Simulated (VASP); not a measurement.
# TaN (P6/mmm) in VASP: a series of runs, part 2 of 2

VASP 6.6.1. Earlier steps stand in the parts before.

## 3. Relaxation of cell and atoms, PBEsol

INCAR

```
  PREC = Accurate
  ENCUT = 600
  EDIFF = 1E-7
  ISMEAR = 0
  SIGMA = 0.1
  LREAL = F
  LASPH = T
  NELM = 120
  ALGO = Normal
  ISIF = 3
  LWAVE = F
  LCHARG = F
  GGA = PS
  IBRION = 2
  NSW = 80
  EDIFFG = -0.01
  GGA_COMPAT = F
  NELMIN = 4
```

KPOINTS

```
regular mesh
0
Gamma
  6 6 9
```

POSCAR

```
TaN
1.0
    5.1910000000      0.0000000000      0.0000000000
   -2.5955000000      4.4955378710      0.0000000000
    0.0000000000      0.0000000000      2.9080000000
Ta N
3 3
Direct
    0.0000000000      0.0000000000      0.0000000000
    0.3333333333      0.6666666667      0.5000000000
    0.6666666667      0.3333333333      0.5000000000
    0.5000000000      0.0000000000      0.0000000000
    0.0000000000      0.5000000000      0.0000000000
    0.5000000000      0.5000000000      0.0000000000
```

Potentials or basis: VASP PAW PBE potentials, release 64 (Ta_pv, N).

Started as:

```bash
$ cat potpaw_PBE.64/Ta_pv/POTCAR potpaw_PBE.64/N/POTCAR > POTCAR
$ mpirun -np 1 vasp_std > vasp.out
```

OUTCAR:

```text
PREC = Accurate
   ENCUT = 600
   EDIFF = 1E-7
   ISMEAR = 0
   LREAL = F
   LASPH = T
   NELM = 120
   ISIF = 3
   GGA = PS
   IBRION = 2
   NSW = 80
   EDIFFG = -0.01
   NELMIN = 4

 ion  position               nearest neighbor table
   1  0.000  0.000  0.000-   5 2.60   6 2.60   5 2.60   6 2.60   4 2.60   4 2.60   3 3.33   3 3.33
                             2 3.33   2 3.33   2 3.33   3 3.33   2 3.33   3 3.33   2 3.33   3 3.33
   2  0.333  0.667  0.500-   4 2.09   4 2.09   5 2.09   5 2.09   6 2.09   6 2.09   3 3.00   3 3.00
                             3 3.00   1 3.33   1 3.33   1 3.33   1 3.33   1 3.33   1 3.33
   3  0.667  0.333  0.500-   4 2.09   4 2.09   5 2.09   5 2.09   6 2.09   6 2.09   2 3.00   2 3.00
                             2 3.00   1 3.33   1 3.33   1 3.33   1 3.33   1 3.33   1 3.33
   4  0.500  0.000  0.000-   2 2.09   3 2.09   2 2.09   3 2.09   1 2.60   1 2.60
   5  0.000  0.500  0.000-   2 2.09   3 2.09   2 2.09   3 2.09   1 2.60   1 2.60
[... 284 lines left out ...]
  energy without entropy =      -68.70434723  energy(sigma->0) =      -68.70589618

 E-fermi :   7.8114     XC(G=0): -13.1685

 val. band max:        7.7991222823   @ k =   0.1667   0.0000   0.2222
 cond. band min:       7.8378570187   @ k =   0.0000   0.0000   0.2222
 fundamental gap:      0.0387347364
 Fermi energy:         7.8114454546

 k-point     1 :       0.0000    0.0000    0.0000
  band No.  band energies     occupation
      1     -28.1621      2.00000
      2     -28.1621      2.00000
      3     -27.7799      2.00000
      4     -27.7799      2.00000
      5     -27.5675      2.00000
      6     -27.4590      2.00000
[... 733 lines left out ...]
     27       9.9264      0.00000
     28      10.5708      0.00000

 [... further k-points ...]

------------------------ aborting loop because EDIFF is reached ----------------------------------------

  FORCE on cell =-STRESS in cart. coord.  units (eV):
  Direction    XX          YY          ZZ          XY          YZ          ZX
  --------------------------------------------------------------------------------------
  -------------------------------------------------------------------------------------
  Total       -0.0481875     -0.0481875      0.0378646      0.0000000     -0.0000000      0.0000000
  in kB       -1.1319857     -1.1319857      0.8894870      0.0000000     -0.0000000      0.0000000
  external PRESSURE =      -0.4581615 kB  Pullay stress =       0.0000000 kB
[... 21 lines left out ...]
  FREE ENERGIE OF THE ION-ELECTRON SYSTEM (eV)
  ---------------------------------------------------
  free  energy   TOTEN  =       -68.7074451288 eV

  energy  without entropy=      -68.7043472290  energy(sigma->0) =      -68.70589618

 reached required accuracy - stopping structural energy minimisation
```

CONTCAR:

```text
TaN
   1.00000000000000
     5.1970858686346171    0.0000000000000000   -0.0000000000000000
    -2.5985429343173085    4.5008083878415146    0.0000000000000000
     0.0000000000000000   -0.0000000000000000    2.9157734157629291
  Ta              N
     3     3
Direct
     0.0000000000000000    0.0000000000000000    0.0000000000000000
     0.3333333332999970    0.6666666667000030    0.5000000000000000
     0.6666666667000030    0.3333333332999970    0.5000000000000000
     0.5000000000000000    0.0000000000000000    0.0000000000000000
     0.0000000000000000    0.5000000000000000    0.0000000000000000
     0.5000000000000000    0.5000000000000000    0.0000000000000000

  0.00000000E+00  0.00000000E+00  0.00000000E+00
  0.00000000E+00  0.00000000E+00  0.00000000E+00
  0.00000000E+00  0.00000000E+00  0.00000000E+00
  0.00000000E+00  0.00000000E+00  0.00000000E+00
  0.00000000E+00  0.00000000E+00  0.00000000E+00
  0.00000000E+00  0.00000000E+00  0.00000000E+00
```

Wall time 2 min (1 thread of Intel Xeon 6975P-C (Granite Rapids), shared host); peak memory 0.25 GiB.

Results:

```
Free energy                            : -68.7074 eV
Relaxed volume                         : 11.37 Å³/atom
Relaxed cell                           : a = 5.197 Å, b = 5.197 Å, c = 2.916 Å, α = 90.00°, β = 90.00°, γ = 120.00°
Space group after relaxing (to 0.05 Å) : P6/mmm (No. 191)
Energy gained by relaxing              : 0.4 meV/atom
Ionic steps                            : 3
Pressure after relaxing                : 0.0 GPa
Band gap on the k mesh                 : zero (band 24 reaches 8.77 eV, above the bottom of band 25 at 6.71 eV)
```

Step by step:
```
step  energy change (eV)  largest force (eV/Å)  pressure (GPa)  volume (Å³)
   1              0.0000                0.0000            1.72        67.86
   2              0.0111                0.0000           -4.28        69.06
   3             -0.0021                0.0000           -0.05        68.20
```

Final structure:
```yaml
crystal:
  lattice:
    - [5.19709, 0.00000, 0.00000]
    - [-2.59854, 4.50081, 0.00000]
    - [0.00000, 0.00000, 2.91577]
  atoms:
    - { symbol: Ta, position: [0.00000, 0.00000, 0.00000] }
    - { symbol: Ta, position: [0.33333, 0.66667, 0.50000] }
    - { symbol: Ta, position: [0.66667, 0.33333, 0.50000] }
    - { symbol: N, position: [0.50000, 0.00000, 0.00000] }
    - { symbol: N, position: [0.00000, 0.50000, 0.00000] }
    - { symbol: N, position: [0.50000, 0.50000, 0.00000] }
```

Caveat: the PAW data sets were made with another functional, which shifts forces and pressure a little; spin-orbit coupling is left out, which moves the levels of the heavy elements. Zero-point motion and thermal expansion aren't in these numbers.
